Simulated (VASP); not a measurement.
Runs of VASP 6.6.1 on TiC. The structure is that of space group Fm-3m (No. 225), or close to it. The cells are those of the table. 

```tsv
potentials or basis	cell	cutoff (eV)	gap on the mesh (eV)	pressure (GPa)
VASP PAW PBE potentials, release 64 (Ti_sv, C)	a = 2.998 Å, angles 60.0°, 2 atoms	520	none	19.4
VASP PAW PBE potentials, release 64 (Ti_sv, C_h)	a = 3.029 Å, angles 60.0°, 2 atoms	910	none	(b)
VASP PAW PBE potentials, release 64 (Ti_sv, C)	a = 3.091 Å, angles 60.0°, 2 atoms	520	none	(a)
VASP PAW PBE potentials, release 64 (Ti_sv, C)	a = 3.029 Å, angles 60.0°, 2 atoms	520	none	9.5
VASP PAW PBE potentials, release 64 (Ti_sv, C)	a = 3.120 Å, angles 60.0°, 2 atoms	520	none	-12.8
```

Alike in all rows: task single point; level r2SCAN; no spin polarisation; k mesh 16 × 16 × 16; smearing gaussian 0.1 eV.

Problem. Estimate the missing entries.

Solution. (a) -6.4; (b) 9.4.

Caveats: the PAW data sets were made with another functional, which shifts forces and pressure a little; the cell stands under pressure (at least some runs); the cell stands under tension (at least some runs); the cutoff is under 1.25 times the usual one of these potentials, so pressure, stress and relaxed cells hold a basis-set (Pulay) error (at least some runs).

A gap of «none» marks levels without a gap at the run's occupations.
